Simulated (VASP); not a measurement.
The system is MgH2.

```
Mg H
1.0
     2.59078    0.00000    0.00000
     0.00000    2.59078    0.00000
     0.00000    0.00000    4.76253
Mg H
1 2
Direct
  0.00000 0.00000 0.50000
  0.00000 0.00000 0.17193
  0.00000 0.00000 0.82807
```

- Program: VASP 6.6.1
- Task: relaxation of cell and atoms
- Functional: PBE
- Potentials or basis: VASP PAW PBE potentials, release 64 (Mg, H)
- Cutoff: 600 eV
- k mesh: 5 × 5 × 3
- Occupations: gaussian, width 0.15 eV
- Spin: no spin polarisation

At the start: pressure 23.1 GPa; volume 10.66 Å³/atom.

Problem. Where does the relaxation end?

Solution. Over 19 steps the energy falls by 907.8 meV/atom and the volume is 17.35 Å³/atom (+62.9 %); space group P4/mmm (No. 123, to 0.05 Å).

Step by step:
| step | energy change (eV) | largest force (eV/Å) | pressure (GPa) | volume (Å³) |
| --- | --- | --- | --- | --- |
| 1 | 0.0000 | 2.6536 | 23.10 | 31.97 |
| 2 | -0.9736 | 1.4928 | 2.05 | 39.58 |
| 3 | -1.0479 | 1.5991 | -0.52 | 41.58 |
| 4 | -1.1362 | 1.9112 | -3.80 | 45.78 |
| 5 | -2.0949 | 2.7384 | -3.54 | 47.33 |
| 6 | 5.1950 | 68.7656 | 27.56 | 50.06 |
| 7 | -2.0112 | 2.7139 | -3.68 | 47.46 |
| 8 | -2.5843 | 0.7544 | 1.20 | 48.85 |
| 9 | -2.5697 | 1.3316 | -0.95 | 48.49 |
| 10 | -2.6032 | 0.4739 | 0.07 | 48.68 |
| 11 | -2.6038 | 0.1680 | 0.38 | 48.73 |
| 12 | -2.5760 | 2.0555 | 2.01 | 49.45 |
| 13 | -2.6122 | 0.4917 | 0.89 | 48.98 |
| 14 | -2.6471 | 0.2820 | 0.49 | 49.55 |
| 15 | -2.7055 | 0.2639 | -0.39 | 51.13 |
| 16 | -2.7138 | 0.5012 | -0.65 | 51.82 |
| 17 | -2.7195 | 0.4738 | 0.38 | 52.08 |
| 18 | -2.7223 | 0.1034 | 0.00 | 52.00 |
| 19 | -2.7233 | 0.0659 | 0.00 | 52.06 |

Final structure:
```
CELL_PARAMETERS angstrom
2.94057 0.00000 0.00000
0.00000 2.94057 0.00000
0.00000 0.00000 6.02058
ATOMIC_POSITIONS crystal
Mg 0.00000 0.00000 0.50000
H 0.00000 0.00000 0.06393
H 0.00000 0.00000 0.93607
```

Caveat: the k points lie up to 0.43 Å⁻¹ apart in the final cell; the volume moved by over 15 % at a fixed basis, so the end points are rough; the relaxation stopped at a loose force limit of 0.08 eV/Å, so its end isn't a converged minimum.
